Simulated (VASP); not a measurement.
The system is Cu.

```
CELL_PARAMETERS angstrom
0.00000 1.80000 1.80000
1.80000 0.00000 1.80000
1.80000 1.80000 0.00000
ATOMIC_POSITIONS crystal
Cu 0.00000 0.00000 0.00000
```

- Program: VASP 6.6.1
- Task: relaxation of cell and atoms
- Functional: LDA
- Potentials or basis: VASP PAW LDA potentials, release 64 (Cu_sv_GW)
- Cutoff: 700 eV
- k mesh: 12 × 12 × 12
- Occupations: gaussian, width 0.1 eV
- Spin: no spin polarisation

At the start: pressure -15.4 GPa; volume 11.66 Å³/atom.

**Question.** Where does the relaxation end?

**Answer.** Over 7 steps the energy falls by 51.1 meV/atom and the volume is 10.70 Å³/atom (-8.2 %); space group Fm-3m (No. 225, to 0.1 Å) before and after.

Step by step:
```csv
step,energy change (eV),largest force (eV/Å),pressure (GPa),volume (Å³)
1,0.0000,0.0000,-15.37,11.66
2,-0.0002,0.0000,21.59,9.87
3,-0.0511,0.0000,-0.23,10.71
4,-0.0511,0.0000,0.15,10.69
5,-0.0511,0.0000,0.06,10.70
6,-0.0511,0.0000,-0.36,10.71
7,-0.0511,0.0000,0.03,10.70
```

Final structure:
```xyz
1
Lattice="0.0000 1.7491 1.7491 1.7491 0.0000 1.7491 1.7491 1.7491 0.0000" Properties=species:S:1:pos:R:3 pbc="T T T"
Cu    0.0000    0.0000    0.0000
```
